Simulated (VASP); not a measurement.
# Al2O3 (Al2O3 (R-3c)) (R-3c) in VASP: notebook

The runs below take Al2O3 (Al2O3 (R-3c)) through single point, with LDA, PBE.

Everything below comes from runs of VASP 6.6.1. Logs are shortened: lines on timing, memory, paths and dates and some standing lists are left out, and cuts for length are marked.

## (1) The cell of the first run

It takes space group R-3c (No. 167, trigonal). Conventional cell: a = 4.808 Å, b = 4.808 Å, c = 13.123 Å, α = 90.00°, β = 90.00°, γ = 120.00°. Al (site symmetry 3) has 6 O at 1.87 to 1.99 Å within 2.5 Å. O (site symmetry 2) has 4 Al at 1.87 to 1.99 Å within 2.5 Å.

## (2) Single point, LDA

File INCAR:

```
SYSTEM = Al2O3
PREC = Accurate
ENCUT = 600
EDIFF = 1E-6
ISMEAR = -1
SIGMA = 0.01
LREAL = .FALSE.
LASPH = .TRUE.
NELM = 120
ALGO = Normal
ISIF = 2
LWAVE = .FALSE.
LCHARG = .FALSE.
GGA = CA
ISYM = 0
NBANDS = 35
GGA_COMPAT = .FALSE.
```

File KPOINTS:

```
Automatic mesh
0
Gamma
  1 2 2
  0.25 0.25 0.25
```

File POSCAR:

```
Al2O3
1.0
    2.4039417600      1.3879164200      4.3742070900
   -2.4039417600      1.3879164250      4.3742070950
    0.0000000000     -2.7758328450      4.3742070950
Al O
4 6
Direct
    0.6478877100      0.6478877100      0.6478877100
    0.8521122900      0.8521122900      0.8521122900
    0.1478877100      0.1478877100      0.1478877100
    0.3521122900      0.3521122900      0.3521122900
    0.4438508600      0.0561491400      0.7500000000
    0.9438508600      0.2500000000      0.5561491400
    0.0561491400      0.7500000000      0.4438508600
    0.7500000000      0.4438508600      0.0561491400
    0.2500000000      0.5561491400      0.9438508600
    0.5561491400      0.9438508600      0.2500000000
```

Potentials or basis: VASP PAW LDA potentials, release 64 (Al, O).

The run is started by

```console
> cat potpaw_LDA.64/Al/POTCAR potpaw_LDA.64/O/POTCAR > POTCAR
> mpirun -np 1 vasp_std > vasp.out
```

OUTCAR:

```text
SYSTEM = Al2O3
   PREC = Accurate
   ENCUT = 600
   EDIFF = 1E-6
   ISMEAR = -1
   LREAL = .FALSE.
   LASPH = .TRUE.
   NELM = 120
   ISIF = 2
   GGA = CA
   ISYM = 0

 ion  position               nearest neighbor table
   1  0.648  0.648  0.648-   9 1.87   6 1.87  10 1.87   7 1.99   8 1.99   5 1.99   2 2.68   4 2.82
                             4 2.82   4 2.82   2 3.25   2 3.25   2 3.25
   2  0.852  0.852  0.852-   9 1.87  10 1.87   6 1.87   5 1.99   8 1.99   7 1.99   1 2.68   3 2.82
                             3 2.82   3 2.82   1 3.25   1 3.25   1 3.25
   3  0.148  0.148  0.148-   8 1.87   5 1.87   7 1.87  10 1.99   9 1.99   6 1.99   4 2.68   2 2.82
                             2 2.82   2 2.82   4 3.25   4 3.25   4 3.25
   4  0.352  0.352  0.352-   8 1.87   7 1.87   5 1.87   6 1.99   9 1.99  10 1.99   3 2.68   1 2.82
                             1 2.82   1 2.82   3 3.25   3 3.25   3 3.25
   5  0.444  0.056  0.750-   3 1.87   4 1.87   2 1.99   1 1.99
   6  0.944  0.250  0.556-   1 1.87   2 1.87   4 1.99   3 1.99
   7  0.056  0.750  0.444-   4 1.87   3 1.87   1 1.99   2 1.99
   8  0.750  0.444  0.056-   4 1.87   3 1.87   1 1.99   2 1.99
   9  0.250  0.556  0.944-   1 1.87   2 1.87   4 1.99   3 1.99
  10  0.556  0.944  0.250-   2 1.87   1 1.87   3 1.99   4 1.99

IMPORTANT INFORMATION: All symmetrisations will be switched off!
NOSYMM: (Re-)initialisation of all symmetry stuff for point group C_1.

----------------------------------------------------------------------------------------

                                     Primitive cell

  volume of cell :      87.5665

  direct lattice vectors                    reciprocal lattice vectors
     2.403941760  1.387916420  4.374207090     0.207991728  0.120084080  0.076204287
    -2.403941760  1.387916425  4.374207095    -0.207991728  0.120084080  0.076204287
     0.000000000 -2.775832845  4.374207095    -0.000000000 -0.240168160  0.076204287

  length of vectors
     5.180630815  5.180630820  5.180630820     0.251967932  0.251967931  0.251967931

  position of ions in fractional coordinates (direct lattice)
     0.647887710  0.647887710  0.647887710
     0.852112290  0.852112290  0.852112290
     0.147887710  0.147887710  0.147887710
     0.352112290  0.352112290  0.352112290
     0.443850860  0.056149140  0.750000000
     0.943850860  0.250000000  0.556149140
     0.056149140  0.750000000  0.443850860
     0.750000000  0.443850860  0.056149140
     0.250000000  0.556149140  0.943850860
     0.556149140  0.943850860  0.250000000

  ion indices of the primitive-cell ions
   primitive index   ion index
                 1           1
                 2           2
                 3           3
                 4           4
                 5           5
                 6           6
                 7           7
                 8           8
                 9           9
                10          10

----------------------------------------------------------------------------------------

 KPOINTS: Automatic mesh

Automatic generation of k-mesh.
 Grid dimensions read from file:
 generate k-points for:    1    2    2

 Generating k-lattice:

  Cartesian coordinates                     Fractional coordinates (reciprocal lattice)
     0.207991728  0.120084080  0.076204287     1.000000000  0.000000000  0.000000000
    -0.103995864  0.060042040  0.038102144    -0.000000000  0.500000000  0.000000000
    -0.000000000 -0.120084080  0.038102144     0.000000000  0.000000000  0.500000000

  Length of vectors
     0.251967932  0.125983966  0.125983966

  Shift w.r.t. Gamma in fractional coordinates (k-lattice)
     0.250000000  0.250000000  0.250000000

 -----------------------------------------------------------------------------
|                                                                             |
|           W    W    AA    RRRRR   N    N  II  N    N   GGGG   !!!           |
|           W    W   A  A   R    R  NN   N  II  NN   N  G    G  !!!           |
|           W    W  A    A  R    R  N N  N  II  N N  N  G       !!!           |
|           W WW W  AAAAAA  RRRRR   N  N N  II  N  N N  G  GGG   !            |
|           WW  WW  A    A  R   R   N   NN  II  N   NN  G    G                |
|           W    W  A    A  R    R  N    N  II  N    N   GGGG   !!!           |
|                                                                             |
|     Your reciprocal lattice and k-lattice belong to different lattice       |
|     classes:                                                                |
|                                                                             |
|        The reciprocal lattice is rhombohedral (trigonal),                   |
|        whereas your k-lattice is base-centered monoclinic.                  |
|                                                                             |
|     Results are often still useful ...                                      |
|                                                                             |
 -----------------------------------------------------------------------------

 WARNING: IBZKPT: internal override: KBLOWUP is changed to .FALSE.
      ... skipping the blow-up phase ...

 Subroutine IBZKPT returns following result:
 ===========================================

 Found      4 irreducible k-points:

 Following reciprocal coordinates:
            Coordinates               Weight
  0.250000  0.125000  0.125000      1.000000
  0.250000 -0.375000  0.125000      1.000000
  0.250000  0.125000 -0.375000      1.000000
  0.250000 -0.375000 -0.375000      1.000000
   k-points           NKPTS =      4   k-points in BZ     NKDIM =      4   number of bands    NBANDS=     35
   number of dos      NEDOS =    301   number of ions     NIONS =     10
   total plane-waves  NPLWV =  74088
   dimension x,y,z NGX =    42 NGY =   42 NGZ =   42
   dimension x,y,z NGXF=    84 NGYF=   84 NGZF=   84
   ions per type =               4   6
   NGX,Y,Z   is equivalent  to a cutoff of  13.48, 13.48, 13.48 a.u.
   NGXF,Y,Z  is equivalent  to a cutoff of  26.96, 26.96, 26.96 a.u.
 SYSTEM =  Al2O3
   PREC   = accura    normal or accurate (medium, high low for compatibility)
   ISTART =      0    job   : 0-new  1-cont  2-samecut
   ICHARG =      2    charge: 1-file 2-atom 10-const
   ISPIN  =      1    spin polarized calculation?
   LNONCOLLINEAR =      F non collinear calculations
   LSORBIT =      F    spin-orbit coupling
   LASPH  =      T    aspherical Exc in radial PAW
   ENCUT  =  600.0 eV  44.10 Ry    6.64 a.u.  10.35 10.35 10.35*2*pi/ulx,y,z
   NELM   =    120;   NELMIN=  2; NELMDL= -5     # of ELM steps
   EDIFF  = 0.1E-05   stopping-criterion for ELM
   LREAL  =      F    real-space projection
   EDIFFG = 0.1E-04   stopping-criterion for IOM
   NSW    =      0    number of steps for IOM
   IBRION =     -1    ionic relax: 0-MD 1-quasi-New 2-CG
   NFREE  =      0    steps in history (QN), initial steepest desc. (CG)
   ISIF   =      2    stress and relaxation
   ISYM   =      0    0-nonsym 1-usesym 2-fastsym
   POTIM  = 0.5000    time-step for ionic-motion
   TEBEG  =    0.0;   TEEND  =   0.0 temperature during run
   PSTRESS=    0.0 pullay stress
   NELECT =      48.0000    total number of electrons
   NUPDOWN=      -1.0000    fix difference up-down
   EMIN   =  10.00;   EMAX   =-10.00  energy-range for DOS
   EFERMI =   0.00;   METHOD = LEGACY
   ISMEAR =    -1;   SIGMA  =   0.01  broadening in eV -4-tet -1-fermi 0-gaus
   EFERMI_NEDOS =   21; number of points for ismear=-14 and -15
   IALGO  =     38    algorithm
   IMIX   =      4    mixing-type and parameters
     AMIX     =   0.40;   BMIX     =  1.00
     AMIX_MAG =   1.60;   BMIX_MAG =  1.00
  volume/ion in A,a.u.               =       8.76        59.09
  Fermi-wavevector in a.u.,A,eV,Ry     =   1.339808  2.531870 24.423628  1.795086
  Thomas-Fermi vector in A             =   2.468171
   LORBIT       =      0    0 simple, 1 ext, 2 COOP (PROOUT), +10 PAW based schemes
   GGA     = CA    functional components
   LHFCALC =     F    Hartree Fock is set to
   AEXX    =    0.0000 exact exchange contribution
   IVDW    =     0    specifies the selected vdW correction
   LEPSILON=     F    determine dielectric tensor
   LRPA    =     F    only Hartree local field effects (RPA)
 non-spin polarized calculation
  energy-cutoff  :      600.00
  volume of cell :       87.57
 maximum number of plane-waves:      2944
 NGX is ok and might be reduce to    42
   NGX = 21   NGY = 21   NGZ = 21

 number of electron      47.9999999 magnetization

 Free energy of the ion-electron system (eV)
  ---------------------------------------------------
  ext. energy  EPLUGINS =         0.00000000
  ---------------------------------------------------
  free energy    TOTEN  =       -82.96504829 eV

  energy without entropy =      -82.96504829  energy(sigma->0) =      -82.96504829

 E-fermi :   5.7073     XC(G=0): -12.0192

 val. band max:        5.3977662913   @ k =   0.2500   0.1250   0.1250
 cond. band min:      12.0795048317   @ k =   0.2500   0.1250   0.1250
 fundamental gap:      6.6817385404
 Fermi energy:         5.7073300657

 k-point     1 :       0.2500    0.1250    0.1250
  band No.  band energies     occupation
      1     -13.1088      2.00000
      2     -11.1868      2.00000
      3     -10.8236      2.00000
      4     -10.6527      2.00000
      5     -10.5026      2.00000
      6     -10.3633      2.00000
[... 27 lines left out ...]
     34      18.2270      0.00000
     35      19.2827      0.00000

 k-point     2 :       0.2500   -0.3750    0.1250
  band No.  band energies     occupation
      1     -12.0628      2.00000
      2     -12.0089      2.00000
      3     -11.0275      2.00000
      4     -10.9631      2.00000
      5     -10.5741      2.00000
      6     -10.4053      2.00000
[... 27 lines left out ...]
     34      18.3053      0.00000
     35      18.4616      0.00000

 k-point     3 :       0.2500    0.1250   -0.3750
  band No.  band energies     occupation
      1     -12.0628      2.00000
      2     -12.0089      2.00000
      3     -11.0276      2.00000
      4     -10.9631      2.00000
      5     -10.5741      2.00000
      6     -10.4052      2.00000
[... 27 lines left out ...]
     34      18.3049      0.00000
     35      18.4592      0.00000

 k-point     4 :       0.2500   -0.3750   -0.3750
  band No.  band energies     occupation
      1     -12.0000      2.00000
      2     -11.8340      2.00000
      3     -11.3751      2.00000
      4     -10.9850      2.00000
      5     -10.5367      2.00000
      6     -10.3739      2.00000
[... 27 lines left out ...]
     34      18.1416      0.00000
     35      18.7384      0.00000

------------------------ aborting loop because EDIFF is reached ----------------------------------------

  FORCE on cell =-STRESS in cart. coord.  units (eV):
  Direction    XX          YY          ZZ          XY          YZ          ZX
  --------------------------------------------------------------------------------------
  -------------------------------------------------------------------------------------
  Total       -6.4129724     -6.3676667     -6.3129657     -0.0390010      0.0114039      0.0185291
  in kB     -117.3362227   -116.5072790   -115.5064310     -0.7135897      0.2086538      0.3390210
  external PRESSURE =    -116.4499776 kB  Pullay stress =       0.0000000 kB

 VOLUME and BASIS-vectors are now :
 -----------------------------------------------------------------------------
  energy-cutoff  :      600.00
  volume of cell :       87.57
      direct lattice vectors                 reciprocal lattice vectors
     2.403941760  1.387916420  4.374207090     0.207991728  0.120084080  0.076204287
    -2.403941760  1.387916425  4.374207095    -0.207991728  0.120084080  0.076204287
     0.000000000 -2.775832845  4.374207095    -0.000000000 -0.240168160  0.076204287

 POSITION                                       TOTAL-FORCE (eV/Angst)
 -----------------------------------------------------------------------------------
      0.00000      0.00000      8.50199        -0.000570      0.000555      0.026438
      0.00000      0.00000     11.18195        -0.000113      0.000795     -0.026436
      0.00000     -0.00000      1.94067         0.000166     -0.000754      0.026468
      0.00000     -0.00000      4.62064         0.000630     -0.000571     -0.026473
      0.93201     -1.38792      5.46776         0.097898      0.004282     -0.009479
      1.66798      0.11319      7.65486         0.052715      0.082697     -0.009435
     -1.66798     -0.11319      5.46776        -0.052726     -0.082733      0.009441
      0.73596      1.50110      5.46776        -0.057353      0.099272      0.000009
     -0.73596     -1.50110      7.65486         0.057372     -0.099258      0.000034
     -0.93201      1.38792      7.65486        -0.098020     -0.004286      0.009434
 -----------------------------------------------------------------------------------
    total drift:                               -0.000078     -0.000055      0.000011

  FREE ENERGIE OF THE ION-ELECTRON SYSTEM (eV)
  ---------------------------------------------------
  free  energy   TOTEN  =       -82.9650482924 eV

  energy  without entropy=      -82.9650482924  energy(sigma->0) =      -82.96504829
```

Run time: 21 s. Hardware: 1 thread of Intel Xeon 6975P-C, shared host; peak memory 0.2 GiB.

What came out:

```yaml
Free_energy: -82.9650 eV
Pressure: -11.6 GPa
Largest_force: 0.115 eV/Å
Band_gap_on_the_k_mesh: 6.68 eV, direct
```

Forces on the atoms (eV/Å):
```
Al  -0.001  0.001  0.026
Al   0.000  0.001 -0.026
Al   0.000 -0.001  0.026
Al   0.001 -0.001 -0.026
O    0.098  0.004 -0.009
O    0.053  0.083 -0.009
O   -0.053 -0.083  0.009
O   -0.057  0.099  0.000
O    0.057 -0.099  0.000
O   -0.098 -0.004  0.009
```

Caveat: the k points lie up to 1.58 Å⁻¹ apart.

## (3) Single point, PBE

File INCAR:

```
SYSTEM = Al2O3
PREC = Accurate ; ENCUT = 600
EDIFF = 1E-6 ; ISMEAR = -1
SIGMA = 0.01 ; LREAL = .False.
LASPH = .True. ; NELM = 120
ALGO = Normal ; ISIF = 2
LWAVE = .False. ; LCHARG = .False.
GGA = PE ; NBANDS = 35
ISYM = 0 ; GGA_COMPAT = .False.
```

File KPOINTS:

```
regular mesh
0
Gamma
  1 2 2
  0 0 0
```

POSCAR is that of step 2.

Potentials or basis: VASP PAW PBE potentials, release 64 (Al, O).

The run is started by

```console
> cat potpaw_PBE.64/Al/POTCAR potpaw_PBE.64/O/POTCAR > POTCAR
> mpirun -np 1 vasp_std > vasp.out
```

Run time: 28 s. Hardware: 1 thread of Intel Xeon 6975P-C, shared host; peak memory 0.24 GiB.

It converged, with:

* Free energy: -74.1908 eV
* Pressure: 0.0 GPa
* Largest force: 0.752 eV/Å
* Band gap on the k mesh: 5.82 eV, direct

Forces on the atoms (eV/Å):
```
Al   0.000 -0.086 -0.034
Al   0.074 -0.043  0.034
Al  -0.074  0.043 -0.034
Al   0.000  0.086  0.034
O    0.229 -0.400  0.027
O   -0.232  0.398  0.027
O    0.232 -0.398 -0.027
O    0.376 -0.651  0.000
O   -0.376  0.651  0.000
O   -0.229  0.400 -0.027
```

Stress tensor (GPa, compression positive):
```
-0.86 -2.06  0.30
-2.06  1.51  0.17
 0.30  0.17 -0.52
```

Levels at points of the mesh, in eV from the valence-band top:
| k point | band 21 | band 22 | band 23 | band 24 | band 25 | band 26 | band 27 | band 28 |
| --- | --- | --- | --- | --- | --- | --- | --- | --- |
| (0.00, 0.00, 0.00) | -0.44 | -0.04 | -0.04 | 0.00 | 5.82 | 8.87 | 10.33 | 11.23 |
| (0.00, 0.50, 0.00) | -0.88 | -0.84 | -0.27 | -0.25 | 9.11 | 9.12 | 9.31 | 9.31 |
| (0.00, 0.00, 0.50) | -0.88 | -0.84 | -0.27 | -0.25 | 9.11 | 9.12 | 9.31 | 9.31 |
| (0.00, 0.50, 0.50) | -0.98 | -0.87 | -0.72 | -0.25 | 9.34 | 9.46 | 9.59 | 10.09 |

Caveat: the k points lie up to 1.58 Å⁻¹ apart. Expect the measured gap to be larger: semilocal functionals such as PBE lack the derivative discontinuity.
